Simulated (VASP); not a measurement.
# MgO (P-6m2) in VASP: a series of runs

The runs below take MgO through single point, with LDA.

Program: VASP 6.6.1. These are calculated values, not measurements. Logs are shortened: lines on timing, memory, paths and dates and some standing lists are left out, and cuts for length are marked.

## 1. The cell of the first run

Symmetry: P-6m2, No. 187, hexagonal system. Conventional cell: a = 2.857 Å, b = 2.857 Å, c = 2.606 Å, α = 90.00°, β = 90.00°, γ = 120.00°. Within 2.9 Å of Mg (site symmetry -6m2) lie 6 O at 2.10 Å and 8 Mg at 2.61 to 2.86 Å. Within 2.9 Å of O (site symmetry -6m2) lie 6 Mg at 2.10 Å and 8 O at 2.61 to 2.86 Å.

## 2. Single point, LDA

File INCAR:

```
  PREC = Accurate
  ENCUT = 600
  EDIFF = 1E-6
  ISMEAR = 0
  SIGMA = 0.01
  LREAL = F
  LASPH = T
  NELM = 120
  ALGO = Normal
  ISIF = 2
  LWAVE = F
  LCHARG = T
  LELF = T
  LVHAR = T
  NBANDS = 11
  GGA_COMPAT = F
```

File KPOINTS:

```
Automatic mesh
0
Gamma
  12 12 8
```

File POSCAR:

```
MgO
1.0
    2.8574863958      0.0000000000      0.0000000000
   -1.4287427116      2.4746559820      0.0000000000
    0.0000000000      0.0000000000      2.6062268258
Mg O
1 1
Direct
    0.0000000000      0.0000000000      0.0000000000
    0.3333333333      0.6666666667      0.5000000000
```

Potentials or basis: VASP PAW LDA potentials, release 64 (Mg, O).

Command:

```
cat potpaw_LDA.64/Mg/POTCAR potpaw_LDA.64/O/POTCAR > POTCAR
mpirun -np 1 vasp_std > vasp.out
```

OUTCAR:

```text
PREC = Accurate
   ENCUT = 600
   EDIFF = 1E-6
   ISMEAR = 0
   LREAL = F
   LASPH = T
   NELM = 120
   ISIF = 2

 ion  position               nearest neighbor table
   1  0.000  0.000  0.000-   2 2.10   2 2.10   2 2.10   2 2.10   2 2.10   2 2.10
   2  0.333  0.667  0.500-   1 2.10   1 2.10   1 2.10   1 2.10   1 2.10   1 2.10

  LATTYP: Found a hexagonal cell.
 ALAT       =     2.8574863958
 C/A-ratio  =     0.9120697231

  Lattice vectors:

 A1 = (   2.8574863958,   0.0000000000,   0.0000000000)
 A2 = (  -1.4287427116,   2.4746559820,   0.0000000000)
 A3 = (   0.0000000000,   0.0000000000,   2.6062268258)

Analysis of symmetry for initial positions (statically):
=====================================================================
 Subroutine PRICEL returns:
 Original cell was already a primitive cell.

 Routine SETGRP: Setting up the symmetry group for a
 hexagonal supercell.

 Subroutine GETGRP returns: Found 12 space group operations
 (whereof 12 operations were pure point group operations)
 out of a pool of 24 trial point group operations.

The static configuration has the point symmetry D_3h.

Analysis of symmetry for dynamics (positions and initial velocities):
=====================================================================
 Subroutine PRICEL returns:
 Original cell was already a primitive cell.

 Routine SETGRP: Setting up the symmetry group for a
 hexagonal supercell.

 Subroutine GETGRP returns: Found 12 space group operations
 (whereof 12 operations were pure point group operations)
 out of a pool of 24 trial point group operations.

The dynamic configuration has the point symmetry D_3h.

 Subroutine INISYM returns: Found 12 space group operations
 (whereof 12 operations are pure point group operations),
 and found     1 'primitive' translations

----------------------------------------------------------------------------------------

                                     Primitive cell

  volume of cell :      18.4294

  direct lattice vectors                    reciprocal lattice vectors
     2.857486396  0.000000000  0.000000000     0.349957922  0.202048217  0.000000000
    -1.428742712  2.474655982  0.000000000     0.000000000  0.404096572  0.000000000
     0.000000000  0.000000000  2.606226826     0.000000000  0.000000000  0.383696457

  length of vectors
[... 87 lines left out ...]
   NFREE  =      0    steps in history (QN), initial steepest desc. (CG)
   ISIF   =      2    stress and relaxation
   ISYM   =      2    0-nonsym 1-usesym 2-fastsym
   POTIM  = 0.5000    time-step for ionic-motion
   TEBEG  =    0.0;   TEEND  =   0.0 temperature during run
   PSTRESS=    0.0 pullay stress
   NELECT =       8.0000    total number of electrons
   NUPDOWN=      -1.0000    fix difference up-down
   EMIN   =  10.00;   EMAX   =-10.00  energy-range for DOS
   EFERMI =   0.00;   METHOD = LEGACY
   ISMEAR =     0;   SIGMA  =   0.01  broadening in eV -4-tet -1-fermi 0-gaus
   EFERMI_NEDOS =   21; number of points for ismear=-14 and -15
   IALGO  =     38    algorithm
   IMIX   =      4    mixing-type and parameters
     AMIX     =   0.40;   BMIX     =  1.00
     AMIX_MAG =   1.60;   BMIX_MAG =  1.00
  volume/ion in A,a.u.               =       9.21        62.18
  Fermi-wavevector in a.u.,A,eV,Ry     =   1.239561  2.342430 20.905493  1.536510
  Thomas-Fermi vector in A             =   2.374039
   LORBIT       =      0    0 simple, 1 ext, 2 COOP (PROOUT), +10 PAW based schemes
   GGA     = CA    functional components
   LHFCALC =     F    Hartree Fock is set to
   AEXX    =    0.0000 exact exchange contribution
   IVDW    =     0    specifies the selected vdW correction
   LEPSILON=     F    determine dielectric tensor
   LRPA    =     F    only Hartree local field effects (RPA)
 non-spin polarized calculation
 Gauss-broadening in eV      SIGMA  =   0.01
  energy-cutoff  :      600.00
  volume of cell :       18.43
 maximum number of plane-waves:       632
 NGX is ok and might be reduce to    24
   NGX = 11   NGY = 11   NGZ = 11

 number of electron       8.0000003 magnetization

 Free energy of the ion-electron system (eV)
  ---------------------------------------------------
  ext. energy  EPLUGINS =         0.00000000
  ---------------------------------------------------
  free energy    TOTEN  =       -12.73192584 eV

  energy without entropy =      -12.73192584  energy(sigma->0) =      -12.73192584

 E-fermi :   3.7896     XC(G=0): -11.6269

 val. band max:        3.6495161981   @ k =   0.3333   0.3333   0.0000
 cond. band min:       7.2457804796   @ k =   0.0000   0.0000   0.0000
 fundamental gap:      3.5962642815
 Fermi energy:         3.7895671651

 k-point     1 :       0.0000    0.0000    0.0000
  band No.  band energies     occupation
      1     -13.9785      2.00000
      2       2.9793      2.00000
      3       2.9793      2.00000
      4       3.2243      2.00000
      5       7.2458      0.00000
      6      15.5354      0.00000
      7      19.6407      0.00000
      8      19.6408      0.00000
      9      24.2298      0.00000
     10      25.5515      0.00000
     11      27.0829      0.00000
[... 309 lines left out ...]
 k-point    24 :       0.3333    0.0000    0.1250
  band No.  band energies     occupation
      1     -12.9332      2.00000
      2      -0.5990      2.00000
      3       2.4547      2.00000
      4       2.6939      2.00000
      5      10.4935      0.00000
      6      14.7168      0.00000
      7      18.2551      0.00000
      8      21.3995      0.00000
      9      21.6212      0.00000
     10      27.5308      0.00000
     11      28.2885      0.00000

 [... further k-points ...]

------------------------ aborting loop because EDIFF is reached ----------------------------------------

  FORCE on cell =-STRESS in cart. coord.  units (eV):
  Direction    XX          YY          ZZ          XY          YZ          ZX
  --------------------------------------------------------------------------------------
  -------------------------------------------------------------------------------------
  Total        0.0203526      0.0203526      0.1820196      0.0000000     -0.0000000      0.0000000
  in kB        1.7693713      1.7693715     15.8240421      0.0000003     -0.0000000      0.0000000
  external PRESSURE =       6.4542616 kB  Pullay stress =       0.0000000 kB

 VOLUME and BASIS-vectors are now :
 -----------------------------------------------------------------------------
  energy-cutoff  :      600.00
  volume of cell :       18.43
      direct lattice vectors                 reciprocal lattice vectors
     2.857486396  0.000000000  0.000000000     0.349957922  0.202048217  0.000000000
    -1.428742712  2.474655982  0.000000000     0.000000000  0.404096572  0.000000000
     0.000000000  0.000000000  2.606226826     0.000000000  0.000000000  0.383696457

 POSITION                                       TOTAL-FORCE (eV/Angst)
 -----------------------------------------------------------------------------------
      0.00000      0.00000      0.00000         0.000000      0.000000      0.000000
      0.00000      1.64977      1.30311        -0.000000      0.000000      0.000000
 -----------------------------------------------------------------------------------
    total drift:                                0.000009     -0.000003     -0.000000

  FREE ENERGIE OF THE ION-ELECTRON SYSTEM (eV)
  ---------------------------------------------------
  free  energy   TOTEN  =       -12.7319258371 eV

  energy  without entropy=      -12.7319258371  energy(sigma->0) =      -12.73192584
```

stdout:

```text
POSCAR found type information on POSCAR MgO
 POSCAR found :  2 types and       2 ions
 scaLAPACK will be used
 LDA part: xc-table for (Slater(with rela. corr.)+CA(PZ))
 , standard interpolation
 POSCAR, INCAR and KPOINTS ok, starting setup
 FFT: planning ... GRIDC
 FFT: planning ... GRID_SOFT
 FFT: planning ... GRID
 WAVECAR not read
 entering main loop
```

It took 18 s on 1 thread of Intel Xeon 8259CL, shared host; peak memory 0.15 GiB.

What came out:

| Item | Value |
| --- | --- |
| Free energy | -12.7319 eV |
| Pressure | 0.6 GPa |
| Band gap on the k mesh | 3.60 eV (least direct gap 4.02 eV) |

Stress tensor (GPa, compression positive):
```
0.18 0.00 0.00
0.00 0.18 0.00
0.00 0.00 1.58
```

A k mesh can miss the band edges.

## 3. Single point, LDA

This run uses another cell than the first one, of 9.62 Å³/atom.

File INCAR:

```
  PREC = Accurate
  ENCUT = 600
  EDIFF = 1E-6
  ISMEAR = 0
  SIGMA = 0.01
  LREAL = False
  LASPH = True
  NELM = 120
  ALGO = Normal
  ISIF = 2
  LWAVE = False
  LCHARG = False
  NBANDS = 11
  GGA_COMPAT = False
```

File KPOINTS:

```
regular mesh
0
Gamma
  12 12 8
```

File POSCAR:

```
MgO
1.0
    2.8983131459      0.0000000000      0.0000000000
   -1.4491560797      2.5100129873      0.0000000000
    0.0000000000      0.0000000000      2.6434636685
Mg O
1 1
Direct
    0.0000000000      0.0000000000      0.0000000000
    0.3333333333      0.6666666667      0.5000000000
```

Potentials or basis: VASP PAW LDA potentials, release 64 (Mg, O).

Command:

```
cat potpaw_LDA.64/Mg/POTCAR potpaw_LDA.64/O/POTCAR > POTCAR
mpirun -np 1 vasp_std > vasp.out
```

OUTCAR:

```text
PREC = Accurate
   ENCUT = 600
   EDIFF = 1E-6
   ISMEAR = 0
   LREAL = False
   LASPH = True
   NELM = 120
   ISIF = 2

 ion  position               nearest neighbor table
   1  0.000  0.000  0.000-   2 2.13   2 2.13   2 2.13   2 2.13   2 2.13   2 2.13
   2  0.333  0.667  0.500-   1 2.13   1 2.13   1 2.13   1 2.13   1 2.13   1 2.13

  LATTYP: Found a hexagonal cell.
 ALAT       =     2.8983131459
 C/A-ratio  =     0.9120697231

  Lattice vectors:

 A1 = (   2.8983131459,   0.0000000000,   0.0000000000)
[... 522 lines left out ...]

------------------------ aborting loop because EDIFF is reached ----------------------------------------

  FORCE on cell =-STRESS in cart. coord.  units (eV):
  Direction    XX          YY          ZZ          XY          YZ          ZX
  --------------------------------------------------------------------------------------
  -------------------------------------------------------------------------------------
  Total       -0.7005001     -0.7005002     -0.7322784     -0.0000001     -0.0000000      0.0000000
  in kB      -58.3611914    -58.3611995    -61.0087584     -0.0000115     -0.0000000      0.0000000
  external PRESSURE =     -59.2437164 kB  Pullay stress =       0.0000000 kB

 VOLUME and BASIS-vectors are now :
 -----------------------------------------------------------------------------
  energy-cutoff  :      600.00
  volume of cell :       19.23
      direct lattice vectors                 reciprocal lattice vectors
     2.898313146  0.000000000  0.000000000     0.345028280  0.199202089  0.000000000
    -1.449156080  2.510012987  0.000000000     0.000000000  0.398404313  0.000000000
     0.000000000  0.000000000  2.643463668     0.000000000  0.000000000  0.378291562

 POSITION                                       TOTAL-FORCE (eV/Angst)
 -----------------------------------------------------------------------------------
      0.00000      0.00000      0.00000         0.000000     -0.000000      0.000000
      0.00000      1.67334      1.32173        -0.000000      0.000000      0.000000
 -----------------------------------------------------------------------------------
    total drift:                                0.000009     -0.000003     -0.000000

  FREE ENERGIE OF THE ION-ELECTRON SYSTEM (eV)
  ---------------------------------------------------
  free  energy   TOTEN  =       -12.7200427974 eV

  energy  without entropy=      -12.7200427974  energy(sigma->0) =      -12.72004280
```

OSZICAR:

```text
N       E                     dE             d eps       ncg     rms          rms(c)
DAV:   1     0.161795907654E+02    0.16180E+02   -0.49060E+03  2362   0.722E+02
DAV:   2    -0.138038627331E+02   -0.29983E+02   -0.29314E+02  2380   0.146E+02
DAV:   3    -0.144774148745E+02   -0.67355E+00   -0.67303E+00  2547   0.193E+01
DAV:   4    -0.144790934884E+02   -0.16786E-02   -0.16786E-02  2249   0.106E+00
DAV:   5    -0.144790988211E+02   -0.53327E-05   -0.53327E-05  2508   0.566E-02    0.722E+00
DAV:   6    -0.128117834982E+02    0.16673E+01   -0.95000E+00  2108   0.165E+01    0.237E+00
DAV:   7    -0.127548821856E+02    0.56901E-01   -0.85431E-02  2299   0.253E+00    0.134E+00
DAV:   8    -0.127206422468E+02    0.34240E-01   -0.48437E-02  2153   0.205E+00    0.256E-01
DAV:   9    -0.127203048409E+02    0.33741E-03   -0.31467E-04  2460   0.135E-01    0.182E-01
DAV:  10    -0.127200457657E+02    0.25908E-03   -0.58150E-04  2219   0.217E-01    0.142E-02
DAV:  11    -0.127200428623E+02    0.29034E-05   -0.10671E-05  2383   0.165E-02    0.531E-03
DAV:  12    -0.127200427974E+02    0.64870E-07   -0.45307E-07  1201   0.455E-03
   1 F= -.12720043E+02 E0= -.12720043E+02  d E =-.343997-106
```

Run time: 17 s. Hardware: 1 thread of Intel Xeon 8259CL, shared host; peak memory 0.15 GiB.

Results:

| Quantity | Value |
| --- | --- |
| Free energy | -12.7200 eV |
| Pressure | -5.9 GPa |
| Band gap on the k mesh | 3.26 eV (least direct gap 3.67 eV) |

Levels at points of the mesh, in eV from the valence-band top:
| k point | band 1 | band 2 | band 3 | band 4 | band 5 | band 6 | band 7 | band 8 |
| --- | --- | --- | --- | --- | --- | --- | --- | --- |
| (0.00, 0.00, 0.00) | -17.38 | -0.64 | -0.64 | -0.42 | 3.26 | 11.76 | 15.63 | 15.63 |
| (0.50, 0.00, 0.00) | -16.21 | -5.15 | -1.38 | -0.05 | 6.63 | 10.82 | 13.16 | 18.06 |
| (0.00, 0.00, 0.50) | -16.17 | -5.62 | -0.10 | -0.10 | 8.51 | 9.20 | 17.59 | 17.59 |
| (0.50, 0.00, 0.50) | -15.36 | -3.91 | -3.55 | -0.88 | 5.74 | 11.49 | 14.27 | 15.09 |

Caveat: the cell stands under tension.

## 4. Single point, LDA

This run uses another cell than the first one, of 10.02 Å³/atom.

File INCAR:

```
SYSTEM = MgO
  PREC = Accurate
  ENCUT = 600
  EDIFF = 1E-6
  ISMEAR = 0
  SIGMA = 0.01
  LREAL = .False.
  LASPH = .True.
  NELM = 120
  ALGO = Normal
  ISIF = 2
  LWAVE = .False.
  LCHARG = .True.
  LELF = .True.
  LVHAR = .True.
  NBANDS = 11
  GGA_COMPAT = .False.
```

File KPOINTS:

```
regular mesh
0
Gamma
  12 12 8
  0 0 0
```

File POSCAR:

```
MgO
1.0
    2.9380210000      0.0000000000      0.0000000000
   -1.4690100000      2.5444010000      0.0000000000
    0.0000000000      0.0000000000      2.6796800000
Mg O
1 1
Direct
    0.0000000000      0.0000000000      0.0000000000
    0.3333333333      0.6666666667      0.5000000000
```

Command:

```
cat potpaw_LDA.64/Mg/POTCAR potpaw_LDA.64/O/POTCAR > POTCAR
mpirun -np 1 vasp_std > vasp.out
```

Wall time 22 s (1 thread of Intel Xeon 8259CL, shared host); peak memory 0.15 GiB.

The run converged. Its results:

| Item | Value |
| --- | --- |
| Free energy | -12.6785 eV |
| Pressure | -11.2 GPa |
| Band gap on the k mesh | 2.95 eV (least direct gap 3.35 eV) |

Stress tensor (GPa, compression positive):
```
-10.66   0.00   0.00
  0.00 -10.66   0.00
  0.00   0.00 -12.25
```

Levels at points of the mesh, in eV from the valence-band top:
| k point | band 1 | band 2 | band 3 | band 4 | band 5 | band 6 | band 7 | band 8 | band 9 |
| --- | --- | --- | --- | --- | --- | --- | --- | --- | --- |
| (0.00, 0.00, 0.00) | -17.16 | -0.60 | -0.60 | -0.41 | 2.95 | 11.63 | 15.30 | 15.30 | 19.64 |
| (0.50, 0.00, 0.00) | -16.07 | -4.95 | -1.33 | -0.05 | 6.44 | 10.36 | 12.88 | 17.49 | 18.60 |
| (0.00, 0.00, 0.50) | -16.04 | -5.42 | -0.09 | -0.09 | 8.15 | 8.86 | 17.30 | 17.30 | 18.26 |
| (0.50, 0.00, 0.50) | -15.28 | -3.76 | -3.40 | -0.83 | 5.62 | 11.21 | 13.71 | 14.63 | 14.93 |

Caveat: the cell stands under tension.

## 5. The runs side by side

| cell | gap on the mesh (eV) | pressure (GPa) |
| --- | --- | --- |
| a = 2.857, b = 2.857, c = 2.606 Å, angles 90.0, 90.0, 120.0°, 2 atoms | 3.60 | 0.6 |
| a = 2.898, b = 2.898, c = 2.643 Å, angles 90.0, 90.0, 120.0°, 2 atoms | 3.26 | -5.9 |
| a = 2.938, b = 2.938, c = 2.680 Å, angles 90.0, 90.0, 120.0°, 2 atoms | 2.95 | -11.2 |

Alike in all rows: task single point; level LDA; potentials or basis VASP PAW LDA potentials, release 64 (Mg, O); no spin polarisation; k mesh 12 × 12 × 8; cutoff (eV) 600; smearing gaussian 0.01 eV.

Caveats: the cell stands under tension (at least some runs).

Total energies depend on the potentials used, so only differences within one code and one set of settings carry meaning.
